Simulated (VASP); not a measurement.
Here is a VASP 6.6.1 calculation.

File INCAR:

```
  ALGO = Fast
  EDIFF = 1E-6
  ENCUT = 520
  GGA = PE
  ISIF = 2
  ISMEAR = 1
  LASPH = True
  LCHARG = False
  LREAL = False
  LWAVE = False
  NBANDS = 14
  NELM = 60
  PREC = Accurate
  SIGMA = 0.005
```

The input KPOINTS:

```
k-points
0
Gamma
  8 8 8
```

File POSCAR:

```
BeAl3
1.0
   -1.9421910000      1.9421910000      3.8518930000
    1.9421910000     -1.9421910000      3.8518930000
    1.9421910000      1.9421910000     -3.8518930000
Al Be
3 1
Direct
    0.5000000000      0.5000000000      0.0000000000
    0.2500000000      0.7500000000      0.5000000000
    0.7500000000      0.2500000000      0.5000000000
    0.0000000000      0.0000000000      0.0000000000
```

Potentials or basis: VASP PAW PBE potentials, release 64 (Al, Be).

Command:

```sh
$ cat potpaw_PBE.64/Al/POTCAR potpaw_PBE.64/Be/POTCAR > POTCAR
$ mpirun -np 1 vasp_std > vasp.out
```

Question: Predict the pressure.

Answer: 0.8 GPa.

Question: Predict the band gap on the k mesh.

Answer: Zero (an odd number of electrons rules out a gap without spin polarisation).
